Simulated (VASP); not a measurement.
A run of VASP 6.6.1 is set up as follows.

The input INCAR:

```
ALGO = Normal
EDIFF = 1E-7
ENCUT = 520
ISIF = 2
ISMEAR = 0
LASPH = T
LCHARG = F
LREAL = F
LWAVE = F
NBANDS = 21
NELM = 100
PREC = Accurate
SIGMA = 0.1
```

KPOINTS

```
k-points
0
Gamma
  14 14 12
```

Contents of POSCAR:

```
NbRh
1.0
    2.8063471739      0.0000000000      0.0000000000
    0.0000000000      2.8063471739      0.0000000000
    0.0000000000      0.0000000000      3.8131205974
Nb Rh
1 1
Direct
    0.0000000000      0.0000000000      0.0000000000
    0.5000000000      0.5000000000      0.5000000000
```

Potentials or basis: VASP PAW LDA potentials, release 64 (Nb_sv, Rh_pv).

Run with:

```sh
$ cat potpaw_LDA.64/Nb_sv/POTCAR potpaw_LDA.64/Rh_pv/POTCAR > POTCAR
$ mpirun -np 1 vasp_std > vasp.out
```

**Question.** Predict the pressure.

**Answer.** 0.3 GPa.

**Question.** What does it give for the band gap on the k mesh?

**Answer.** Zero (band 14 reaches 15.90 eV, above the bottom of band 15 at 10.88 eV).
